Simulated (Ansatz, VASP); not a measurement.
# La: VASP beside Ansatz

```
La
1.0
     0.00000    2.51987    2.51987
     2.51987    0.00000    2.51987
     2.51987    2.51987    0.00000
La
2
Cartesian
  -0.6300 -0.6300 -0.6300
  0.6300 0.6300 0.6300
```

Change from the starting cell: volume scaled by 0.43, LAPW.

Alike in both runs: task single point; functional PBE; k mesh 9 × 9 × 9; occupations fermi-dirac, width 0.05 eV; no spin polarisation.

|  | VASP | Ansatz |
| --- | --- | --- |
| version | VASP 6.6.1 | Ansatz 0.2.0 |
| potentials or method | VASP PAW PBE potentials, release 64 (La), cutoff 520 eV | all-electron LAPW, scalar-relativistic |

|  | VASP | Ansatz | Ansatz less VASP |
| --- | --- | --- | --- |
| pressure (GPa) | 287.2 | 283.2 | -4.06 |

Both programs put the cell under a high pressure, so it lies far from rest at this level. Ansatz ran all-electron here, and VASP with PAW potentials.

Spin-orbit coupling is off throughout. Noted on VASP's run: the cell as given lies far from equilibrium.
